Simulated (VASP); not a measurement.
# CoSi2 (Fm-3m) in VASP: further runs, part 2 of 2

VASP 6.6.1. The steps go on from the part before.

## Step 3: Relaxation of cell and atoms, LDA, collinear spin, zero start, target pressure -1 GPa, at which the enthalpy is minimised

The input, INCAR:

```
SYSTEM = CoSi2
PREC = Accurate
ENCUT = 600
EDIFF = 1E-6
ISMEAR = 0
SIGMA = 0.1
LREAL = .FALSE.
LASPH = .TRUE.
NELM = 150
ALGO = Normal
ISIF = 3
LWAVE = .FALSE.
LCHARG = .FALSE.
ISPIN = 2
MAGMOM = 0 0 0
LORBIT = 11
LMAXMIX = 4
GGA = CA
IBRION = 2
NSW = 70
EDIFFG = -0.008
PSTRESS = -10.0
```

The input, KPOINTS:

```
Automatic mesh
0
G
  14 14 14
  0 0 0
```

The input, POSCAR:

```
CoSi2
1.0
    0.0000000000      2.6887028375      2.6887028375
    2.6887028375      0.0000000000      2.6887028375
    2.6887028375      2.6887028375      0.0000000000
Co Si
1 2
Direct
    0.0000000000      0.0000000000      0.0000000000
    0.2500000000      0.2500000000      0.2500000000
    0.7500000000      0.7500000000      0.7500000000
```

Potentials or basis: VASP PAW LDA potentials, release 64 (Co, Si).

On the command line:

```bash
cat potpaw_LDA.64/Co/POTCAR potpaw_LDA.64/Si/POTCAR > POTCAR
mpirun -np 1 vasp_std > vasp.out
```

OUTCAR:

```text
SYSTEM = CoSi2
   PREC = Accurate
   ENCUT = 600
   EDIFF = 1E-6
   ISMEAR = 0
   LREAL = .FALSE.
   LASPH = .TRUE.
   NELM = 150
   ISIF = 3
   ISPIN = 2
   LORBIT = 11
   GGA = CA
   IBRION = 2
   NSW = 70
   EDIFFG = -0.008
   PSTRESS = -10.0

 ion  position               nearest neighbor table
   1  0.000  0.000  0.000-   2 2.33   3 2.33   3 2.33   3 2.33   3 2.33   2 2.33   2 2.33   2 2.33

   2  0.250  0.250  0.250-   1 2.33   1 2.33   1 2.33   1 2.33   3 2.69   3 2.69   3 2.69   3 2.69
                             3 2.69   3 2.69
   3  0.750  0.750  0.750-   1 2.33   1 2.33   1 2.33   1 2.33   2 2.69   2 2.69   2 2.69   2 2.69
                             2 2.69   2 2.69

  LATTYP: Found a face centered cubic cell.
 ALAT       =     5.3774056750

  Lattice vectors:

 A1 = (   0.0000000000,   2.6887028375,   2.6887028375)
 A2 = (   2.6887028375,   0.0000000000,   2.6887028375)
 A3 = (   2.6887028375,   2.6887028375,   0.0000000000)

Analysis of symmetry for initial positions (statically):
=====================================================================
 Subroutine PRICEL returns:
 Original cell was already a primitive cell.

 Routine SETGRP: Setting up the symmetry group for a
 face centered cubic supercell.

 Subroutine GETGRP returns: Found 48 space group operations
 (whereof 48 operations were pure point group operations)
 out of a pool of 48 trial point group operations.

The static configuration has the point symmetry O_h .

Analysis of symmetry for dynamics (positions and initial velocities):
=====================================================================
 Subroutine PRICEL returns:
[... 191 lines left out ...]
      3       5.7919      1.00000
      4       5.7919      1.00000
      5       7.9608      1.00000
      6       7.9608      1.00000
      7      10.3872      0.00000
      8      13.1933      0.00000
      9      13.1933      0.00000
     10      13.1933      0.00000
     11      13.2947      0.00000
     12      13.2947      0.00000
[... 790 lines left out ...]
 number of electron      16.9999997 magnetization      -0.0000040

 number of electron      16.9999997 magnetization       0.0000049

 Free energy of the ion-electron system (eV)
  ---------------------------------------------------
  ext. energy  EPLUGINS =         0.00000000
  ---------------------------------------------------
  free energy    TOTEN  =       -21.93189999 eV

  energy without entropy =      -21.92680908  energy(sigma->0) =      -21.92935453

 E-fermi :  10.5641     XC(G=0): -12.0916

 val. band max:       10.4801077657   @ k =   0.4286   0.0714   0.0000
 cond. band min:      10.5648270007   @ k =   0.4286   0.2143   0.0714
 fundamental gap:      0.0847192350
 Fermi energy:        10.5641139561

 spin component 1

 k-point     1 :       0.0000    0.0000    0.0000
  band No.  band energies     occupation
      1      -2.8371      1.00000
      2       6.2699      1.00000
      3       6.2699      1.00000
      4       6.2699      1.00000
      5       8.4997      1.00000
      6       8.4997      1.00000
      7      11.6152      0.00000
      8      14.0254      0.00000
      9      14.0254      0.00000
     10      14.1170      0.00000
     11      14.1170      0.00000
     12      14.1170      0.00000
[... 743 lines left out ...]
  energy  without entropy=      -21.9268090820  energy(sigma->0) =      -21.92935453

  enthalpy is  TOTEN    =       -22.1622638506 eV   P V=       -0.2303638649

 reached required accuracy - stopping structural energy minimisation

 total charge

# of ion       s       p       d       tot
------------------------------------------
    1        0.564   0.766   7.662   8.991
    2        0.723   0.906   0.000   1.629
    3        0.723   0.906   0.000   1.629
--------------------------------------------------
tot          2.010   2.577   7.662  12.249

 magnetization (x)

# of ion       s       p       d       tot
------------------------------------------
    1       -0.000  -0.000  -0.000  -0.000
    2        0.000   0.000   0.000   0.000
    3        0.000   0.000   0.000   0.000
--------------------------------------------------
tot         -0.000  -0.000  -0.000  -0.000
```

OSZICAR:

```text
N       E                     dE             d eps       ncg     rms          rms(c)
DAV:   1     0.752308216587E+02    0.75231E+02   -0.77582E+03  4992   0.152E+03
[... 27 lines left out ...]
DAV:   3    -0.219452435269E+02    0.20518E+01   -0.81930E+00  6744   0.608E+01    0.177E+00
DAV:   4    -0.219417497545E+02    0.34938E-02   -0.17280E-01  5280   0.453E+00    0.101E+00
DAV:   5    -0.219320954549E+02    0.96543E-02   -0.15047E-02  7564   0.229E+00    0.220E-01
DAV:   6    -0.219319234837E+02    0.17197E-03   -0.81561E-04  5784   0.276E-01    0.116E-01
DAV:   7    -0.219319040043E+02    0.19479E-04   -0.22689E-05  7644   0.727E-02    0.642E-02
DAV:   8    -0.219319001601E+02    0.38441E-05   -0.93441E-06  7460   0.397E-02    0.673E-03
DAV:   9    -0.219318999857E+02    0.17445E-06   -0.76343E-07  3160   0.155E-02
   3 F= -.22162264E+02 E0= -.22159718E+02  d E =-.597545E-01  mag=    -0.0000
```

CONTCAR:

```text
CoSi2
   1.00000000000000
     0.0000000000000000    2.6426013204901926    2.6426013204901926
     2.6426013204901926    0.0000000000000000    2.6426013204901926
     2.6426013204901926    2.6426013204901926   -0.0000000000000000
  Co              Si
     1     2
Direct
     0.0000000000000000    0.0000000000000000    0.0000000000000000
     0.2500000000000000    0.2500000000000000    0.2500000000000000
     0.7500000000000000    0.7500000000000000    0.7500000000000000

  0.00000000E+00  0.00000000E+00  0.00000000E+00
  0.00000000E+00  0.00000000E+00  0.00000000E+00
  0.00000000E+00  0.00000000E+00  0.00000000E+00
```

Wall time 1.9 min (1 thread of AMD EPYC 9R45 (Zen 5), shared host); peak memory 0.21 GiB.

Results:

```yaml
Free_energy: -21.9319 eV
Relaxed_volume: 12.30 Å³/atom
Relaxed_cell: a = 3.737 Å, b = 3.737 Å, c = 3.737 Å, α = 60.00°, β = 60.00°, γ = 60.00°
Space_group_after_relaxing_to_0.1_Å: Fm-3m (No. 225)
Energy_change_on_relaxing_the_run_minimises_the_enthalpy: -24.0 meV/atom
Ionic_steps: 3
Pressure_after_relaxing: -1.1 GPa
Net_moment: 0.00 μB per cell
Valence_electrons_inside_the_program's_atomic_spheres: Co 8.99; Si 1.63
```

Step by step:
```csv
step,energy change (eV),largest force (eV/Å),pressure (GPa),volume (Å³)
1,0.0000,0.0000,-9.95,38.87
2,-0.0129,0.0000,11.21,34.94
3,-0.0720,0.0000,-1.08,36.91
```

Final structure:
```
Co Si
1.0
     0.00000    2.64260    2.64260
     2.64260    0.00000    2.64260
     2.64260    2.64260    0.00000
Co Si
1 2
Direct
  0.00000 0.00000 0.00000
  0.25000 0.25000 0.25000
  0.75000 0.75000 0.75000
```

Levels at points of the mesh, in eV from the Fermi level:
Spin up:
| k point | band 6 | band 7 | band 8 | band 9 | band 10 | band 11 | band 12 |
| --- | --- | --- | --- | --- | --- | --- | --- |
| (0.00, 0.00, 0.00) | -2.06 | 1.05 | 3.46 | 3.46 | 3.55 | 3.55 | 3.55 |
| (0.50, 0.00, 0.00) | -1.78 | -1.78 | -0.48 | -0.48 | 2.75 | 3.53 | 3.53 |
| (0.50, 0.50, 0.00) | -2.14 | -2.14 | -2.05 | -1.45 | 1.69 | 2.92 | 8.64 |
Spin down:
```tsv
k point	band 6	band 7	band 8	band 9	band 10	band 11	band 12
(0.00, 0.00, 0.00)	-2.06	1.05	3.46	3.46	3.55	3.55	3.55
(0.50, 0.00, 0.00)	-1.78	-1.78	-0.48	-0.48	2.75	3.53	3.53
(0.50, 0.50, 0.00)	-2.14	-2.14	-2.05	-1.45	1.69	2.92	8.64
```

Caveat: the cell is relaxed towards a set pressure, so the run minimises the enthalpy, not the energy; no moment was typed at the start, so none could form. Zero-point motion and thermal expansion aren't in these numbers.
